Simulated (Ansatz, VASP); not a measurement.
## One calculation of HfO2, two programs

Contents of POSCAR:

```
HfO2
1.0
    3.5766926619      0.0000000000      0.0000000000
    0.0000000000      3.5766926619      0.0000000000
    0.0000000000      0.0000000000      5.2022243931
Hf O
2 4
Direct
    0.5000000000      0.5000000000      0.5000000000
    0.0000000000      0.0000000000      0.0000000000
    0.0000000000      0.5000000000      0.6962101053
    0.5000000000      0.0000000000      0.8037898947
    0.5000000000      0.0000000000      0.3037898947
    0.0000000000      0.5000000000      0.1962101053
```

File INCAR.step1:

```
PREC = Accurate
ENCUT = 520
ISMEAR = 0
SIGMA = 0.01
LREAL = F
LASPH = T
NELM = 100
NBANDS = 31
GGA = PE
ALGO = Normal
EDIFF = 1E-4
LWAVE = T
LCHARG = F
```

Contents of INCAR.step2:

```
PREC = Accurate
ENCUT = 520
EDIFF = 1E-7
ISMEAR = 0
SIGMA = 0.01
LREAL = F
LASPH = T
NELM = 100
ALGO = Normal
ISIF = 2
LWAVE = F
LCHARG = F
METAGGA = R2SCAN
LMIXTAU = T
NBANDS = 31
ISTART = 1
```

File KPOINTS:

```
regular mesh
0
Gamma
  6 6 4
```

Input for Ansatz:

```yaml
crystal:
  lattice:
    - [3.5766926619, 0.0, 0.0]
    - [0.0, 3.5766926619, 0.0]
    - [0.0, 0.0, 5.2022243931]
  atoms:
    - { symbol: Hf, position: [0.5, 0.5, 0.5] }
    - { symbol: Hf, position: [0.0, 0.0, 0.0] }
    - { symbol: O, position: [0.0, 0.5, 0.6962101053] }
    - { symbol: O, position: [0.5, 0.0, 0.8037898947] }
    - { symbol: O, position: [0.5, 0.0, 0.3037898947] }
    - { symbol: O, position: [0.0, 0.5, 0.1962101053] }
kpoints:
  mp_grid: { grid: [6, 6, 4] }
hamiltonian:
  xc: r2scan
scf:
  occupations: { method: fixed }
  n_extra_bands: 5
output:
  forces: true
  stress: true
  eigenvalues: true
```

Alike in both runs: task single point; functional r2SCAN; k mesh 6 × 6 × 4; no spin polarisation.

|  | VASP | Ansatz |
| --- | --- | --- |
| version | VASP 6.6.1 | Ansatz 0.2.0 |
| potentials or method | VASP PAW PBE potentials, release 64 (Hf_pv, O) | plane waves, PAW |
| plane-wave cutoff (eV) | 520 | 500 |
| occupations | gaussian, width 0.01 eV | fixed |
| valence electrons in the cell | 44 | 76 |

|  | VASP | Ansatz | Ansatz less VASP |
| --- | --- | --- | --- |
| gap on the k mesh at the Fermi level (eV) | 5.24 | 5.26 | +0.023 |
| pressure (GPa) | -3.5 | 0.0 | +3.56 |
| traceless stress, the component that is largest in VASP (GPa) | 0.16 | 0.00 | -0.163 |
| rms of the force components (eV/Å) | 0.032 | 0.000 | -0.0318 |

VASP's potentials were made for PBE, not for r2SCAN. Atom by atom the forces differ by 0.032 eV/Å (rms over components). VASP's potentials hold 44 valence electrons a cell and Ansatz's 76, so a difference there can come from the potentials and not from the codes.

Spin-orbit coupling is off throughout.
